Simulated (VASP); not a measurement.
Wanted: the native input for a VASP 6.6.1 run.

| Property | Result |
| --- | --- |
| Task | single point |
| Functional | PBEsol |
| Potentials or basis | VASP PAW PBE potentials, release 64 (Si) |
| Cutoff | 520 eV |
| k mesh | 6 × 6 × 6 |
| Occupations | gaussian, width 0.1 eV |
| Spin | no spin polarisation |
| Dipole correction | no |
| Further INCAR settings | ALGO = Normal; EDIFF = 1e-06; NBANDS = 11 |

The structure of Si lies in POSCAR:

```
Si
1.0
    0.0000000000      2.8154674367      2.8154674367
    2.8154674367      0.0000000000      2.8154674367
    2.8154674367      2.8154674367      0.0000000000
Si
2
Direct
    0.0000000000      0.0000000000      0.0000000000
    0.2500000000      0.2500000000      0.2500000000
```

One way to write it, as run:

INCAR

```
ALGO = Normal
EDIFF = 1E-6
ENCUT = 520
GGA = PS
ISIF = 2
ISMEAR = 0
LASPH = True
LCHARG = True
LELF = True
LREAL = False
LVHAR = True
LWAVE = False
NBANDS = 11
NELM = 80
PREC = Accurate
SIGMA = 0.1
```

KPOINTS

```
k-points
0
Gamma
  6 6 6
```

Potentials or basis: VASP PAW PBE potentials, release 64 (Si).

The run is started by

```sh
$ cat potpaw_PBE.64/Si/POTCAR > POTCAR
$ mpirun -np 1 vasp_std > vasp.out
```

Results of the run:

```
Pressure               : -7.9 GPa
Band gap on the k mesh : 0.76 eV, indirect (least direct gap 2.13 eV)
```

Caveat: the PAW data sets were made with another functional, which shifts forces and pressure a little.

Run time: 7.9 s on 1 thread of Intel(R) Xeon(R) Platinum 8488C (Sapphire Rapids) (shared host), peak memory 0.15 GiB.
